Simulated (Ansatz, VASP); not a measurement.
**LaF5 in VASP and in Ansatz**

```
CELL_PARAMETERS angstrom
0.00000 3.25940 3.25940
3.25940 0.00000 3.25940
3.25940 3.25940 0.00000
ATOMIC_POSITIONS crystal
La 0.00000 0.00000 0.00000
F 0.12295 0.62568 0.62568
F 0.62568 0.62568 0.62568
F 0.62568 0.12295 0.62568
F 0.62568 0.62568 0.12295
F 0.25000 0.25000 0.25000
```

Change from the starting cell: species swapped into the ErCu5 type (F-43m, No. 216).

Alike in both runs: functional PBE; k mesh 4 × 4 × 4; occupations gaussian, width 0.1 eV; no spin polarisation.

Ansatz relaxed the structure, and its values are those at the end. VASP's run is a single point on that final structure, the one shown.

|  | VASP | Ansatz |
| --- | --- | --- |
| version | VASP 6.6.1 | Ansatz 0.2.0 |
| potentials or method | VASP PAW PBE potentials, release 64 (La, F), cutoff 520 eV | scalar-relativistic, plane waves, PAW |
| valence electrons in the cell | 46 | 46 |

|  | VASP | Ansatz | Ansatz less VASP |
| --- | --- | --- | --- |
| gap on the k mesh at the Fermi level (eV) | none | none | - |
| pressure (GPa) | -0.5 | 0.0 | +0.48 |

A gap of «none» marks a metal or a gap that the smearing closes.

The k mesh is coarse, so the values compare programs but aren't converged. Neither program's run includes spin-orbit coupling.
